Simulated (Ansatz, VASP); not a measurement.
Re in VASP and in Ansatz

```
Re
1.0
     2.73783    0.00000    0.00000
    -1.36892    2.37103    0.00000
     0.00000    0.00000    4.41527
Re
2
Direct
  0.33333 0.66667 0.25000
  0.66667 0.33333 0.75000
```

Alike in both runs: task relaxation of cell and atoms; functional LDA; k mesh 18 × 18 × 10; occupations gaussian, width 0.1 eV; no spin polarisation.

```csv
,VASP,Ansatz
version,VASP 6.6.1,Ansatz 0.2.0
potentials or method,"VASP PAW LDA potentials, release 64 (Re), cutoff 600 eV","scalar-relativistic, plane waves, PAW"
valence electrons in the cell,14,30
```

```tsv
	VASP	Ansatz	Ansatz less VASP
gap on the k mesh at the Fermi level, each at its own relaxed structure (eV)	none	none	-
relaxed volume (Å³/atom)	14.39	14.33	-0.056
relaxed cell length with the largest relative difference (Å)	2.741	2.738	-0.0040
```

Ansatz warns that its potentials were made for another functional, while VASP's fit it. LDA's correlation is that of Perdew and Zunger in VASP and of Perdew and Wang (1992) in Ansatz. A gap of «none» marks a metal or a gap that the smearing closes. VASP's potentials hold 14 valence electrons a cell and Ansatz's 30, so a difference there can come from the potentials and not from the codes.

Spin-orbit coupling is off throughout.
